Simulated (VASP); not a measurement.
Wanted: the native input for a VASP 6.6.1 run.

```yaml
Task: relaxation of cell and atoms
Functional: PBE
Potentials_or_basis: VASP PAW PBE potentials, release 64 (Ta_pv, Si, O, F)
Cutoff: 600 eV
k_mesh: 10 × 10 × 6
Occupations: gaussian, width 0.1 eV
Spin: no spin polarisation
Dipole_correction: no
Further_INCAR_settings: ALGO = Normal; EDIFF = 1e-06; IBRION = 2; EDIFFG = -0.01; NSW = 100; ISIF = 3
```

The structure of Ta2SiOF2 lies in POSCAR:

```
Ta2SiOF2
1.0
    4.0462119727      0.0000000000      0.0000000000
    0.0000000000      4.0462119727      0.0000000000
    0.0000000000      0.0000000000      5.9908887538
Ta Si O F
2 1 1 2
Direct
    0.5000000000      0.0000000000      0.0108031893
    0.0000000000      0.5000000000      0.0108031893
    0.0000000000      0.0000000000      0.2697857215
    0.5000000000      0.5000000000      0.8804721210
    0.0000000000      0.0000000000      0.5470187473
    0.5000000000      0.5000000000      0.2797160717
```

The cell was generated, and may not be a known phase.

One way to write it, as run:

INCAR

```
PREC = Accurate ; ENCUT = 600
EDIFF = 1E-6 ; ISMEAR = 0
SIGMA = 0.1 ; LREAL = False
LASPH = True ; NELM = 100
ALGO = Normal ; ISIF = 3
LWAVE = False ; LCHARG = False
GGA = PE ; IBRION = 2
NSW = 100 ; EDIFFG = -0.01
```

KPOINTS

```
Automatic mesh
0
Gamma
  10 10 6
```

Potentials or basis: VASP PAW PBE potentials, release 64 (Ta_pv, Si, O, F).

Command:

```console
$ cat potpaw_PBE.64/Ta_pv/POTCAR potpaw_PBE.64/Si/POTCAR potpaw_PBE.64/O/POTCAR potpaw_PBE.64/F/POTCAR > POTCAR
$ mpirun -np 1 vasp_std > vasp.out
```

Results of the run:

| Property | Result |
| --- | --- |
| Relaxed volume | 16.38 Å³/atom |
| Relaxed cell | a = 4.049 Å, b = 4.049 Å, c = 5.997 Å, α = 90.00°, β = 90.00°, γ = 90.00° |
| Space group after relaxing (to 0.1 Å) | P4mm (No. 99) |
| Energy gained by relaxing | 0.1 meV/atom |
| Ionic steps | 10 |
| Pressure after relaxing | 0.0 GPa |
| Largest force after relaxing | 0.008 eV/Å |
| Band gap on the k mesh | zero (bands 23 and 24 overlap by 0.18 eV) |

Caveat: spin-orbit coupling is left out, which moves the levels of the heavy elements.

Run time: 4.8 min on 1 thread of Intel(R) Xeon(R) 6975P-C (Granite Rapids) (shared host), peak memory 0.42 GiB.
